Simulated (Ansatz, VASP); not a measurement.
## One calculation of Lu, two programs

```
CELL_PARAMETERS angstrom
3.50484 0.00000 0.00000
-1.75242 3.03528 0.00000
0.00000 0.00000 5.45083
ATOMIC_POSITIONS crystal
Lu 0.33333 0.66667 0.75000
Lu 0.66667 0.33333 0.25000
```

Alike in both runs: functional r2SCAN; k mesh 15 × 15 × 8; occupations gaussian, width 0.1 eV; no spin polarisation.

Ansatz relaxed the structure, and its values are those at the end. VASP's run is a single point on that final structure, the one shown.

```csv
,VASP,Ansatz
version,VASP 6.6.1,Ansatz 0.2.0
potentials or method,"VASP PAW PBE potentials, release 64 (Lu), cutoff 520 eV","scalar-relativistic, plane waves, PAW"
valence electrons in the cell,50,50
```

|  | VASP | Ansatz | Ansatz less VASP |
| --- | --- | --- | --- |
| gap on the k mesh at the Fermi level (eV) | none | none | - |
| pressure (GPa) | 0.3 | 0.0 | -0.35 |

VASP's potentials were made for PBE, not for r2SCAN. A gap of «none» marks a metal or a gap that the smearing closes.

Neither program's run includes spin-orbit coupling.
